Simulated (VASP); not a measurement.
A run of VASP 6.6.1:

INCAR

```
SYSTEM = Ti3H
  PREC = Accurate
  ENCUT = 520
  EDIFF = 1E-6
  ISMEAR = 0
  SIGMA = 0.1
  LREAL = .False.
  LASPH = .True.
  NELM = 60
  ALGO = Normal
  ISIF = 2
  LWAVE = .False.
  LCHARG = .True.
  LDIPOL = .True.
  IDIPOL = 3
  DIPOL = 0.5 0.5 0.308
  GGA = PE
  LELF = .True.
  LVHAR = .True.
  LVACPOTAV = .True.
  NBANDS = 47
```

File KPOINTS:

```
Automatic mesh
0
Gamma
  6 6 1
  0 0 0
```

The input POSCAR:

```
Ti3H
1.0
    4.6039800811      0.0000000000      0.0000000000
   -2.3019900405      3.9871637087      0.0000000000
    0.0000000000      0.0000000000     22.4969948581
Ti H
6 2
Direct
    0.6666666667      0.3333333333      0.1778015253
    0.3333333333      0.6666666667      0.2195752601
    0.0000000000      0.0000000000      0.2613489950
    0.6666666667      0.3333333333      0.2980583739
    0.3333333333      0.6666666667      0.3304600279
    0.0000000000      0.0000000000      0.3776946615
    0.2863074238      0.7136925762      0.3976973331
    0.3803592429      0.6196407571      0.3976973331
```

Potentials or basis: VASP PAW PBE potentials, release 64 (Ti_sv, H).

Launch:

```console
$ cat potpaw_PBE.64/Ti_sv/POTCAR potpaw_PBE.64/H/POTCAR > POTCAR
$ mpirun -np 1 vasp_std > vasp.out
```

Hardware: 1 thread of Intel(R) Xeon(R) 6975P-C (Granite Rapids) (shared host).

Question: How long does it take, and how much memory?

Answer: Run time: 5.4 min on 1 thread of Intel(R) Xeon(R) 6975P-C (Granite Rapids), with other jobs on the host, peak memory 0.56 GiB. Counts: scf iterations 28, k points 13.
